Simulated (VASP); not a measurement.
# LiW3N3 (Pm-3m) in VASP: a series of runs

Runs on LiW3N3. Level: PBE. Tasks: single point.

Program: VASP 6.6.1. These are calculated values, not measurements. Logs are shortened: lines on timing, memory, paths and dates and some standing lists are left out, and cuts for length are marked.

**1. The cell of the first run**

Symmetry: Pm-3m, No. 221, cubic system. Conventional cell: a = 4.173 Å, b = 4.173 Å, c = 4.173 Å, α = 90.00°, β = 90.00°, γ = 90.00°. Within 2.8 Å of Li (site symmetry m-3m) lie 6 N at 2.09 Å. Within 2.8 Å of W (site symmetry 4/mmm) lie 4 N at 2.09 Å. N (site symmetry 4/mmm) has 2 Li at 2.09 Å and 4 W at 2.09 Å within 2.8 Å.

The cell was generated, and may not be a known phase.

**2. Single point, PBE**

Contents of INCAR:

```
SYSTEM = LiW3N3
PREC = Accurate
ENCUT = 520
EDIFF = 1E-7
ISMEAR = 0
SIGMA = 0.1
LREAL = .False.
LASPH = .True.
NELM = 100
ALGO = Normal
ISIF = 2
LWAVE = .False.
LCHARG = .False.
GGA = PE
NBANDS = 39
```

Contents of KPOINTS:

```
Automatic mesh
0
Gamma
  4 4 4
  0 0 0
```

Contents of POSCAR:

```
LiW3N3
1.0
    4.1728127000      0.0000000000      0.0000000000
    0.0000000000      4.1728127000      0.0000000000
    0.0000000000      0.0000000000      4.1728127000
Li W N
1 3 3
Direct
    0.0000000000      0.0000000000      0.0000000000
    0.0000000000      0.5000000000      0.5000000000
    0.5000000000      0.0000000000      0.5000000000
    0.5000000000      0.5000000000      0.0000000000
    0.5000000000      0.0000000000      0.0000000000
    0.0000000000      0.5000000000      0.0000000000
    0.0000000000      0.0000000000      0.5000000000
```

Potentials or basis: VASP PAW PBE potentials, release 64 (Li_sv, W_sv, N).

Command:

```
> cat potpaw_PBE.64/Li_sv/POTCAR potpaw_PBE.64/W_sv/POTCAR potpaw_PBE.64/N/POTCAR > POTCAR
> mpirun -np 1 vasp_std > vasp.out
```

OUTCAR:

```text
SYSTEM = LiW3N3
   PREC = Accurate
   ENCUT = 520
   EDIFF = 1E-7
   ISMEAR = 0
   LREAL = .False.
   LASPH = .True.
   NELM = 100
   ISIF = 2
   GGA = PE

 ion  position               nearest neighbor table
   1  0.000  0.000  0.000-   5 2.09   6 2.09   7 2.09   7 2.09   6 2.09   5 2.09   2 2.95   3 2.95
                             2 2.95   2 2.95   4 2.95   3 2.95   2 2.95   3 2.95   4 2.95   4 2.95
   2  0.000  0.500  0.500-   6 2.09   7 2.09   6 2.09   7 2.09   3 2.95   1 2.95   4 2.95   4 2.95
                             1 2.95   3 2.95   1 2.95   1 2.95   3 2.95   4 2.95   4 2.95   3 2.95
   3  0.500  0.000  0.500-   5 2.09   7 2.09   5 2.09   7 2.09   2 2.95   1 2.95   4 2.95   4 2.95
                             2 2.95   4 2.95   4 2.95   1 2.95   2 2.95   1 2.95   1 2.95   2 2.95
   4  0.500  0.500  0.000-   5 2.09   6 2.09   5 2.09   6 2.09   2 2.95   2 2.95   3 2.95   1 2.95
                             3 2.95   3 2.95   3 2.95   1 2.95   2 2.95   1 2.95   2 2.95   1 2.95
   5  0.500  0.000  0.000-   1 2.09   3 2.09   4 2.09   3 2.09   4 2.09   1 2.09
   6  0.000  0.500  0.000-   1 2.09   2 2.09   4 2.09   2 2.09   1 2.09   4 2.09
   7  0.000  0.000  0.500-   1 2.09   2 2.09   3 2.09   1 2.09   2 2.09   3 2.09

  LATTYP: Found a simple cubic cell.
 ALAT       =     4.1728127000

  Lattice vectors:

 A1 = (   4.1728127000,   0.0000000000,   0.0000000000)
 A2 = (   0.0000000000,   4.1728127000,   0.0000000000)
 A3 = (   0.0000000000,   0.0000000000,   4.1728127000)

Analysis of symmetry for initial positions (statically):
=====================================================================
 Subroutine PRICEL returns:
 Original cell was already a primitive cell.

 Routine SETGRP: Setting up the symmetry group for a
 simple cubic supercell.

 Subroutine GETGRP returns: Found 48 space group operations
 (whereof 48 operations were pure point group operations)
 out of a pool of 48 trial point group operations.

The static configuration has the point symmetry O_h .

Analysis of symmetry for dynamics (positions and initial velocities):
=====================================================================
 Subroutine PRICEL returns:
 Original cell was already a primitive cell.

 Routine SETGRP: Setting up the symmetry group for a
 simple cubic supercell.

 Subroutine GETGRP returns: Found 48 space group operations
 (whereof 48 operations were pure point group operations)
 out of a pool of 48 trial point group operations.

The dynamic configuration has the point symmetry O_h .

 Subroutine INISYM returns: Found 48 space group operations
 (whereof 48 operations are pure point group operations),
 and found     1 'primitive' translations

----------------------------------------------------------------------------------------

                                     Primitive cell

  volume of cell :      72.6585

  direct lattice vectors                    reciprocal lattice vectors
     4.172812700  0.000000000  0.000000000     0.239646510  0.000000000  0.000000000
     0.000000000  4.172812700  0.000000000     0.000000000  0.239646510  0.000000000
     0.000000000  0.000000000  4.172812700     0.000000000  0.000000000  0.239646510

  length of vectors
     4.172812700  4.172812700  4.172812700     0.239646510  0.239646510  0.239646510

  position of ions in fractional coordinates (direct lattice)
     0.000000000  0.000000000  0.000000000
     0.000000000  0.500000000  0.500000000
     0.500000000  0.000000000  0.500000000
     0.500000000  0.500000000  0.000000000
     0.500000000  0.000000000  0.000000000
     0.000000000  0.500000000  0.000000000
     0.000000000  0.000000000  0.500000000

  ion indices of the primitive-cell ions
   primitive index   ion index
                 1           1
                 2           2
                 3           3
                 4           4
                 5           5
                 6           6
                 7           7

----------------------------------------------------------------------------------------

 KPOINTS: Automatic mesh

Automatic generation of k-mesh.
 Grid dimensions read from file:
 generate k-points for:    4    4    4

 Generating k-lattice:

  Cartesian coordinates                     Fractional coordinates (reciprocal lattice)
     0.059911627  0.000000000  0.000000000     0.250000000  0.000000000  0.000000000
     0.000000000  0.059911627  0.000000000     0.000000000  0.250000000  0.000000000
     0.000000000  0.000000000  0.059911627     0.000000000  0.000000000  0.250000000

  Length of vectors
     0.059911627  0.059911627  0.059911627

  Shift w.r.t. Gamma in fractional coordinates (k-lattice)
     0.000000000  0.000000000  0.000000000

 Subroutine IBZKPT returns following result:
 ===========================================

 Found     10 irreducible k-points:

 Following reciprocal coordinates:
            Coordinates               Weight
  0.000000  0.000000  0.000000      1.000000
  0.250000  0.000000  0.000000      6.000000
  0.500000  0.000000  0.000000      3.000000
  0.250000  0.250000  0.000000     12.000000
  0.500000  0.250000  0.000000     12.000000
  0.500000  0.500000  0.000000      3.000000
  0.250000  0.250000  0.250000      8.000000
  0.500000  0.250000  0.250000     12.000000
  0.500000  0.500000  0.250000      6.000000
  0.500000  0.500000  0.500000      1.000000
   k-points           NKPTS =     10   k-points in BZ     NKDIM =     10   number of bands    NBANDS=     39
   number of dos      NEDOS =    301   number of ions     NIONS =      7
   total plane-waves  NPLWV =  32768
   dimension x,y,z NGX =    32 NGY =   32 NGZ =   32
   dimension x,y,z NGXF=    64 NGYF=   64 NGZF=   64
   ions per type =               1   3   3
   NGX,Y,Z   is equivalent  to a cutoff of  12.75, 12.75, 12.75 a.u.
   NGXF,Y,Z  is equivalent  to a cutoff of  25.50, 25.50, 25.50 a.u.
 SYSTEM =  LiW3N3
   PREC   = accura    normal or accurate (medium, high low for compatibility)
   ISTART =      0    job   : 0-new  1-cont  2-samecut
   ICHARG =      2    charge: 1-file 2-atom 10-const
   ISPIN  =      1    spin polarized calculation?
   LNONCOLLINEAR =      F non collinear calculations
   LSORBIT =      F    spin-orbit coupling
   LASPH  =      T    aspherical Exc in radial PAW
   ENCUT  =  520.0 eV  38.22 Ry    6.18 a.u.   7.76  7.76  7.76*2*pi/ulx,y,z
   NELM   =    100;   NELMIN=  2; NELMDL= -5     # of ELM steps
   EDIFF  = 0.1E-06   stopping-criterion for ELM
   LREAL  =      F    real-space projection
   EDIFFG = 0.1E-05   stopping-criterion for IOM
   NSW    =      0    number of steps for IOM
   IBRION =     -1    ionic relax: 0-MD 1-quasi-New 2-CG
   NFREE  =      0    steps in history (QN), initial steepest desc. (CG)
   ISIF   =      2    stress and relaxation
   ISYM   =      2    0-nonsym 1-usesym 2-fastsym
   POTIM  = 0.5000    time-step for ionic-motion
   TEBEG  =    0.0;   TEEND  =   0.0 temperature during run
   PSTRESS=    0.0 pullay stress
   NELECT =      60.0000    total number of electrons
   NUPDOWN=      -1.0000    fix difference up-down
   EMIN   =  10.00;   EMAX   =-10.00  energy-range for DOS
   EFERMI =   0.00;   METHOD = LEGACY
   ISMEAR =     0;   SIGMA  =   0.10  broadening in eV -4-tet -1-fermi 0-gaus
   EFERMI_NEDOS =   21; number of points for ismear=-14 and -15
   IALGO  =     38    algorithm
   IMIX   =      4    mixing-type and parameters
     AMIX     =   0.40;   BMIX     =  1.00
     AMIX_MAG =   1.60;   BMIX_MAG =  1.00
  volume/ion in A,a.u.               =      10.38        70.05
  Fermi-wavevector in a.u.,A,eV,Ry     =   1.535900  2.902431 32.096003  2.358990
  Thomas-Fermi vector in A             =   2.642624
   LORBIT       =      0    0 simple, 1 ext, 2 COOP (PROOUT), +10 PAW based schemes
   GGA     = PE    functional components
   LHFCALC =     F    Hartree Fock is set to
   AEXX    =    0.0000 exact exchange contribution
   IVDW    =     0    specifies the selected vdW correction
   LEPSILON=     F    determine dielectric tensor
   LRPA    =     F    only Hartree local field effects (RPA)
 non-spin polarized calculation
 Gauss-broadening in eV      SIGMA  =   0.10
  energy-cutoff  :      520.00
  volume of cell :       72.66
 maximum number of plane-waves:      1972
 NGX is ok and might be reduce to    32
   NGX = 15   NGY = 15   NGZ = 15

 number of electron      59.9999995 magnetization

 Free energy of the ion-electron system (eV)
  ---------------------------------------------------
  ext. energy  EPLUGINS =         0.00000000
  ---------------------------------------------------
  free energy    TOTEN  =       -69.51168754 eV

  energy without entropy =      -69.48155725  energy(sigma->0) =      -69.49662240

 E-fermi :  10.5547     XC(G=0): -13.1389

 val. band max:       10.3215570000   @ k =   0.5000   0.2500   0.0000
 cond. band min:      10.5554663413   @ k =   0.5000   0.2500   0.2500
 fundamental gap:      0.2339093413
 Fermi energy:        10.5547078566

 k-point     1 :       0.0000    0.0000    0.0000
  band No.  band energies     occupation
      1     -64.3970      2.00000
      2     -64.3275      2.00000
      3     -64.3275      2.00000
      4     -35.3477      2.00000
      5     -28.9345      2.00000
      6     -28.9345      2.00000
[... 31 lines left out ...]
     38      14.4035      0.00000
     39      15.1717      0.00000

 k-point     2 :       0.2500    0.0000    0.0000
  band No.  band energies     occupation
      1     -64.3881      2.00000
      2     -64.3364      2.00000
      3     -64.3275      2.00000
      4     -35.3479      2.00000
      5     -28.8963      2.00000
      6     -28.8963      2.00000
[... 325 lines left out ...]
     38      16.7351      0.00000
     39      16.7351      0.00000

 k-point    10 :       0.5000    0.5000    0.5000
  band No.  band energies     occupation
      1     -64.3502      2.00000
      2     -64.3502      2.00000
      3     -64.3502      2.00000
      4     -35.3466      2.00000
      5     -29.0832      2.00000
      6     -29.0832      2.00000
[... 31 lines left out ...]
     38      15.3861      0.00000
     39      16.0257      0.00000

------------------------ aborting loop because EDIFF is reached ----------------------------------------

  FORCE on cell =-STRESS in cart. coord.  units (eV):
  Direction    XX          YY          ZZ          XY          YZ          ZX
  --------------------------------------------------------------------------------------
  -------------------------------------------------------------------------------------
  Total        0.6417480      0.6417480      0.6417480      0.0000000      0.0000000      0.0000000
  in kB       14.1510431     14.1510431     14.1510431      0.0000000      0.0000000      0.0000000
  external PRESSURE =      14.1510431 kB  Pullay stress =       0.0000000 kB

 VOLUME and BASIS-vectors are now :
 -----------------------------------------------------------------------------
  energy-cutoff  :      520.00
  volume of cell :       72.66
      direct lattice vectors                 reciprocal lattice vectors
     4.172812700  0.000000000  0.000000000     0.239646510  0.000000000  0.000000000
     0.000000000  4.172812700  0.000000000     0.000000000  0.239646510  0.000000000
     0.000000000  0.000000000  4.172812700     0.000000000  0.000000000  0.239646510

 POSITION                                       TOTAL-FORCE (eV/Angst)
 -----------------------------------------------------------------------------------
      0.00000      0.00000      0.00000         0.000000      0.000000      0.000000
      0.00000      2.08641      2.08641         0.000000      0.000000      0.000000
      2.08641      0.00000      2.08641         0.000000      0.000000      0.000000
      2.08641      2.08641      0.00000         0.000000      0.000000      0.000000
      2.08641      0.00000      0.00000         0.000000      0.000000      0.000000
      0.00000      2.08641      0.00000         0.000000      0.000000      0.000000
      0.00000      0.00000      2.08641         0.000000      0.000000      0.000000
 -----------------------------------------------------------------------------------
    total drift:                                0.000000     -0.000000     -0.000000

  FREE ENERGIE OF THE ION-ELECTRON SYSTEM (eV)
  ---------------------------------------------------
  free  energy   TOTEN  =       -69.5116875393 eV

  energy  without entropy=      -69.4815572535  energy(sigma->0) =      -69.49662240
```

It took 28 s on 1 thread of AMD EPYC 7R13, shared host; peak memory 0.19 GiB.

What came out:

```
Free energy            : -69.5117 eV
Band gap on the k mesh : zero (bands 30 and 31 overlap by 2.70 eV)
```

Caveat: the k points lie up to 0.38 Å⁻¹ apart, too coarse for converged energies and pressures of a metal; the cutoff is under 1.25 times the usual one of these potentials, so pressure, stress and relaxed cells hold a basis-set (Pulay) error; spin-orbit coupling is left out, which moves the levels of the heavy elements.

**3. Single point, PBE, collinear spin, zero start**

Contents of INCAR:

```
SYSTEM = LiW3N3
PREC = Accurate ; ENCUT = 520
EDIFF = 1E-6 ; ISMEAR = 0
SIGMA = 0.1 ; LREAL = .False.
LASPH = .True. ; NELM = 150
ALGO = Normal ; ISIF = 2
LWAVE = .False. ; LCHARG = .False.
ISPIN = 2 ; MAGMOM = 0 0 0 0 0 0 0
LORBIT = 11 ; LMAXMIX = 4
GGA = PE ; NBANDS = 43
```

KPOINTS is that of step 2.

POSCAR is that of step 2.

Potentials or basis: VASP PAW PBE potentials, release 64 (Li_sv, W_sv, N).

Command:

```
> cat potpaw_PBE.64/Li_sv/POTCAR potpaw_PBE.64/W_sv/POTCAR potpaw_PBE.64/N/POTCAR > POTCAR
> mpirun -np 1 vasp_std > vasp.out
```

Run time: 51 s. Hardware: 1 thread of AMD EPYC 7R13, shared host; peak memory 0.22 GiB.

The run converged. Its results:

* Free energy: -69.5117 eV
* Band gap on the k mesh: zero (filled and empty bands overlap)
* Net moment: 0.00 μB per cell
* Valence electrons inside the program's atomic spheres: Li 2.11; W 12.02; N 3.78

Levels at points of the mesh, in eV from the Fermi level:
Spin up:
```
           k point  band 27  band 28  band 29  band 30  band 31  band 32
(0.00, 0.00, 0.00)    -2.78    -2.78    -2.78    -0.47    -0.47    -0.47
(0.50, 0.00, 0.00)    -3.84    -1.51    -1.39    -1.39    -0.45     0.79
(0.50, 0.50, 0.00)    -2.28    -2.03    -2.03     0.61     0.66     1.49
(0.50, 0.50, 0.50)    -2.74    -2.74    -0.44     2.24     2.24     2.24
```
Spin down:
| k point | band 26 | band 27 | band 28 | band 29 | band 30 | band 31 | band 32 | band 33 |
| --- | --- | --- | --- | --- | --- | --- | --- | --- |
| (0.00, 0.00, 0.00) | -3.45 | -2.78 | -2.78 | -2.78 | -0.47 | -0.47 | -0.47 | 1.25 |
| (0.50, 0.00, 0.00) | -4.02 | -3.84 | -1.51 | -1.39 | -1.39 | -0.45 | 0.79 | 0.79 |
| (0.50, 0.50, 0.00) | -3.10 | -2.28 | -2.03 | -2.03 | 0.61 | 0.66 | 1.49 | 1.49 |
| (0.50, 0.50, 0.50) | -2.74 | -2.74 | -2.74 | -0.44 | 2.24 | 2.24 | 2.24 | 2.77 |

Caveat: the k points lie up to 0.38 Å⁻¹ apart, too coarse for converged energies and pressures of a metal; the cutoff is under 1.25 times the usual one of these potentials, so pressure, stress and relaxed cells hold a basis-set (Pulay) error; spin-orbit coupling is left out, which moves the levels of the heavy elements.

The gap in the log of VASP goes by the Fermi energy; the results here count the filled bands.